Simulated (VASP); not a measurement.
# LiF (Fm-3m) in VASP: notebook, part 2 of 2

VASP 6.6.1. Earlier steps stand in the parts before.

### 3 Relaxation of cell and atoms, r2SCAN

File POSCAR:

```
LiF
1.0
    0.0000000000      2.0335339324      2.0335339324
    2.0335339324      0.0000000000      2.0335339324
    2.0335339324      2.0335339324      0.0000000000
Li F
1 1
Direct
    0.0000000000      0.0000000000      0.0000000000
    0.5000000000      0.5000000000      0.5000000000
```

File INCAR.step1:

```
ALGO     = Normal         # electronic algorithm
EDIFF    = 1E-4           # SCF threshold, eV
ENCUT    = 600            # plane-wave cutoff, eV
GGA      = PE             # functional
ISMEAR   = -1             # smearing method
LASPH    = True           # aspherical terms in the spheres
LCHARG   = False          # write CHGCAR
LREAL    = False          # projectors in reciprocal space
LWAVE    = True           # write WAVECAR
NELM     = 100            # most SCF steps
PREC     = Accurate       # precision mode
SIGMA    = 0.02           # smearing width, eV
```

File INCAR.step2:

```
ALGO     = Normal         # electronic algorithm
EDIFF    = 1E-6           # SCF threshold, eV
EDIFFG   = -0.005         # ionic threshold
ENCUT    = 600            # plane-wave cutoff, eV
IBRION   = 2              # ionic algorithm
ISIF     = 3              # what is computed and relaxed
ISMEAR   = -1             # smearing method
ISTART   = 1            
LASPH    = True           # aspherical terms in the spheres
LCHARG   = False          # write CHGCAR
LMIXTAU  = True         
LREAL    = False          # projectors in reciprocal space
LWAVE    = False          # write WAVECAR
METAGGA  = R2SCAN         # meta-GGA
NELM     = 100            # most SCF steps
NSW      = 80             # ionic steps
PREC     = Accurate       # precision mode
SIGMA    = 0.02           # smearing width, eV
```

File KPOINTS:

```
k-points
0
Gamma
  10 10 10
```

Potentials or basis: VASP PAW PBE potentials, release 64 (Li_sv, F).

Run with:

```bash
$ cat potpaw_PBE.64/Li_sv/POTCAR potpaw_PBE.64/F/POTCAR > POTCAR
$ cp INCAR.step1 INCAR
$ mpirun -np 1 vasp_std > vasp.out
$ cp INCAR.step2 INCAR
$ mpirun -np 1 vasp_std > vasp.out
```

OUTCAR:

```text
EDIFF = 1E-6
   EDIFFG = -0.005
   ENCUT = 600
   IBRION = 2
   ISIF = 3
   ISMEAR = -1
   ISTART = 1
   LASPH = True
   LREAL = False
   METAGGA = R2SCAN
   NELM = 100
   NSW = 80
   PREC = Accurate

 ion  position               nearest neighbor table
   1  0.000  0.000  0.000-   2 2.03   2 2.03   2 2.03   2 2.03   2 2.03   2 2.03
   2  0.500  0.500  0.500-   1 2.03   1 2.03   1 2.03   1 2.03   1 2.03   1 2.03

  LATTYP: Found a face centered cubic cell.
 ALAT       =     4.0670678648

  Lattice vectors:

 A1 = (   0.0000000000,   2.0335339324,   2.0335339324)
 A2 = (   2.0335339324,   0.0000000000,   2.0335339324)
 A3 = (   2.0335339324,   2.0335339324,   0.0000000000)

Analysis of symmetry for initial positions (statically):
=====================================================================
 Subroutine PRICEL returns:
 Original cell was already a primitive cell.

 Routine SETGRP: Setting up the symmetry group for a
 face centered cubic supercell.

 Subroutine GETGRP returns: Found 48 space group operations
 (whereof 48 operations were pure point group operations)
 out of a pool of 48 trial point group operations.

The static configuration has the point symmetry O_h .

[... 169 lines left out ...]
  in kB      -49.8431489    -49.8431489    -49.8431489      0.0000000      0.0000000      0.0000000
  external PRESSURE =     -49.8431489 kB  Pullay stress =       0.0000000 kB
[... 95 lines left out ...]
--------------------------------------- Ionic step        4  -------------------------------------------

 number of electron       9.9999999 magnetization

 Free energy of the ion-electron system (eV)
  ---------------------------------------------------
  ext. energy  EPLUGINS =         0.00000000
  ---------------------------------------------------
  free energy    TOTEN  =       -11.91378274 eV

  energy without entropy =      -11.91378274  energy(sigma->0) =      -11.91378274

 E-fermi :  -0.9319     XC(G=0): -10.7651

 val. band max:       -1.3917377711   @ k =   0.0000   0.0000   0.0000
 cond. band min:       9.2880272733   @ k =   0.0000   0.0000   0.0000
 fundamental gap:     10.6797650444
 Fermi energy:        -0.9318690695

 k-point     1 :       0.0000    0.0000    0.0000
  band No.  band energies     occupation
      1     -43.3667      2.00000
      2     -22.6021      2.00000
      3      -1.3917      2.00000
      4      -1.3917      2.00000
      5      -1.3917      2.00000
      6       9.2880      0.00000
      7      24.5154      0.00000
      8      24.5154      0.00000
      9      24.5154      0.00000
[... 265 lines left out ...]
 k-point    24 :       0.4000    0.3000    0.0000
  band No.  band energies     occupation
      1     -43.2973      2.00000
      2     -22.0537      2.00000
      3      -3.8251      2.00000
      4      -2.3259      2.00000
      5      -2.2098      2.00000
      6      13.3043      0.00000
      7      16.7520      0.00000
      8      19.2787      0.00000
      9      20.9018      0.00000

 [... further k-points ...]

------------------------ aborting loop because EDIFF is reached ----------------------------------------

  FORCE on cell =-STRESS in cart. coord.  units (eV):
  Direction    XX          YY          ZZ          XY          YZ          ZX
  --------------------------------------------------------------------------------------
  -------------------------------------------------------------------------------------
  Total        0.0002681      0.0002681      0.0002681     -0.0000000     -0.0000000      0.0000000
  in kB        0.0273992      0.0273992      0.0273992     -0.0000000     -0.0000000      0.0000000
  external PRESSURE =       0.0273992 kB  Pullay stress =       0.0000000 kB
[... 17 lines left out ...]
  FREE ENERGIE OF THE ION-ELECTRON SYSTEM (eV)
  ---------------------------------------------------
  free  energy   TOTEN  =       -11.9137827389 eV

  energy  without entropy=      -11.9137827389  energy(sigma->0) =      -11.91378274

 reached required accuracy - stopping structural energy minimisation
```

OSZICAR.step1:

```text
N       E                     dE             d eps       ncg     rms          rms(c)
DAV:   1     0.385489525504E+02    0.38549E+02   -0.63431E+03   846   0.127E+03
DAV:   2    -0.889279999286E+01   -0.47442E+02   -0.46351E+02   943   0.229E+02
DAV:   3    -0.101366709550E+02   -0.12439E+01   -0.12407E+01  1092   0.361E+01
DAV:   4    -0.101535414213E+02   -0.16870E-01   -0.16860E-01  1136   0.396E+00
DAV:   5    -0.101535898120E+02   -0.48391E-04   -0.48390E-04  1133   0.169E-01    0.454E+00
DAV:   6    -0.963258916455E+01    0.52100E+00   -0.28601E+00   874   0.131E+01    0.144E+00
DAV:   7    -0.963635730967E+01   -0.37681E-02   -0.18481E-02  1092   0.158E+00    0.867E-01
DAV:   8    -0.964312098006E+01   -0.67637E-02   -0.17238E-02  1184   0.176E+00    0.105E-01
DAV:   9    -0.964320831355E+01   -0.87333E-04   -0.83307E-04   956   0.325E-01
   1 F= -.96432083E+01 E0= -.96432083E+01  d E =-.490743E-13
```

It took 61 s on 1 thread of Intel Xeon Platinum 8488C (Sapphire Rapids), shared host; peak memory 0.14 GiB.

Results:

- Free energy: -11.9138 eV
- Relaxed volume: 7.84 Å³/atom
- Relaxed cell: a = 2.809 Å, b = 2.809 Å, c = 2.809 Å, α = 60.00°, β = 60.00°, γ = 60.00°
- Space group after relaxing (to 0.1 Å): Fm-3m (No. 225)
- Energy gained by relaxing: 10.0 meV/atom
- Ionic steps: 4
- Pressure after relaxing: 0.0 GPa
- Band gap on the k mesh: 10.68 eV

The path:
```csv
step,energy change (eV),largest force (eV/Å),pressure (GPa),volume (Å³)
1,0.0000,0.0000,-4.98,16.82
2,-0.0154,0.0000,-2.70,16.19
3,-0.0200,0.0000,-0.19,15.71
4,-0.0201,0.0000,0.00,15.68
```

Final structure:
```
Li F
1.0
     0.00000    1.98641    1.98641
     1.98641    0.00000    1.98641
     1.98641    1.98641    0.00000
Li F
1 1
Direct
  0.00000 0.00000 0.00000
  0.50000 0.50000 0.50000
```

Caveat: the cutoff is under 1.25 times the usual one of these potentials, so pressure, stress and relaxed cells hold a basis-set (Pulay) error; the PAW data sets were made with another functional, which shifts forces and pressure a little. A k mesh can miss the band edges.

### 4 Single point, HSE06

This run uses another cell than the first one, of 8.06 Å³/atom.

File POSCAR:

```
LiF
1.0
    0.0000000000      2.0053532078      2.0053532078
    2.0053532078      0.0000000000      2.0053532078
    2.0053532078      2.0053532078      0.0000000000
Li F
1 1
Direct
    0.0000000000      0.0000000000      0.0000000000
    0.5000000000      0.5000000000      0.5000000000
```

File INCAR.step1:

```
SYSTEM = LiF
ALGO = Normal
EDIFF = 1E-5
ENCUT = 520
GGA = PE
ISIF = 2
ISMEAR = -1
LASPH = .TRUE.
LCHARG = .FALSE.
LREAL = .FALSE.
LWAVE = .TRUE.
NBANDS = 12
NELM = 60
PREC = Accurate
SIGMA = 0.02
```

File INCAR.step2:

```
SYSTEM = LiF
ALGO = Normal
EDIFF = 1E-7
ENCUT = 520
GGA = PE
HFSCREEN = 0.2079
ISIF = 2
ISMEAR = -1
ISTART = 1
LASPH = .TRUE.
LCHARG = .FALSE.
LHFCALC = .TRUE.
LREAL = .FALSE.
LWAVE = .FALSE.
NBANDS = 12
NELM = 60
PREC = Accurate
PRECFOCK = Normal
SIGMA = 0.02
```

File KPOINTS:

```
k-points
0
G
  6 6 6
  0 0 0
```

Run with:

```bash
$ cat potpaw_PBE.64/Li_sv/POTCAR potpaw_PBE.64/F/POTCAR > POTCAR
$ cp INCAR.step1 INCAR
$ mpirun -np 1 vasp_std > vasp.out
$ cp INCAR.step2 INCAR
$ mpirun -np 1 vasp_std > vasp.out
```

Run time: 2.1 min. Hardware: 1 thread of Intel Xeon Platinum 8488C (Sapphire Rapids), shared host; peak memory 0.23 GiB.

Results (log left out):

| Quantity | Value |
| --- | --- |
| Free energy | -11.3875 eV |
| Band gap on the k mesh | 11.51 eV |

Levels at points of the mesh, in eV from the valence-band top:
| k point | band 3 | band 4 | band 5 | band 6 | band 7 | band 8 |
| --- | --- | --- | --- | --- | --- | --- |
| (0.00, 0.00, 0.00) | 0.00 | 0.00 | 0.00 | 11.51 | 26.78 | 26.78 |
| (0.50, 0.00, 0.00) | -2.70 | -0.25 | -0.25 | 13.18 | 19.56 | 21.50 |
| (0.50, 0.50, 0.00) | -3.18 | -1.07 | -1.07 | 17.53 | 18.83 | 20.15 |

Caveat: the k points lie up to 0.45 Å⁻¹ apart; the cutoff is under 1.25 times the usual one of these potentials, so pressure, stress and relaxed cells hold a basis-set (Pulay) error; the PAW data sets were made with another functional, which shifts forces and pressure a little.

### 5 Overview

| task | level | potentials or basis | cell | k mesh | cutoff (eV) | grid for exact exchange (PRECFOCK) | share of exact exchange | screening parameter | gap on the mesh (eV) | pressure (GPa) | relaxed volume (Å³/atom) |
| --- | --- | --- | --- | --- | --- | --- | --- | --- | --- | --- | --- |
| relaxation of cell and atoms | LDA | VASP PAW LDA potentials, release 64 (Li_sv, F) | relaxed from a = 2.876 Å, angles 60.0°, 2 atoms | 10 × 10 × 10 | 600 | - | - | - | 9.79 | 0.1 | 7.39 |
| relaxation of cell and atoms | r2SCAN | VASP PAW PBE potentials, release 64 (Li_sv, F) | relaxed from a = 2.876 Å, angles 60.0°, 2 atoms | 10 × 10 × 10 | 600 | - | - | - | 10.68 | 0.0 | 7.84 |
| single point | HSE06 | VASP PAW PBE potentials, release 64 (Li_sv, F) | a = 2.836 Å, angles 60.0°, 2 atoms | 6 × 6 × 6 | 520 | Normal | 0.25 | 0.2079 1/Å | 11.51 | - | - |

Alike in all rows: no spin polarisation; smearing fermi-dirac 0.02 eV.

Caveats: some runs use coarse meshes; the cutoff is under 1.25 times the usual one of these potentials, so pressure, stress and relaxed cells hold a basis-set (Pulay) error; the PAW data sets were made with another functional, which shifts forces and pressure a little (at least some runs).

Total energies depend on the potentials used, so only differences within one code and one set of settings carry meaning.
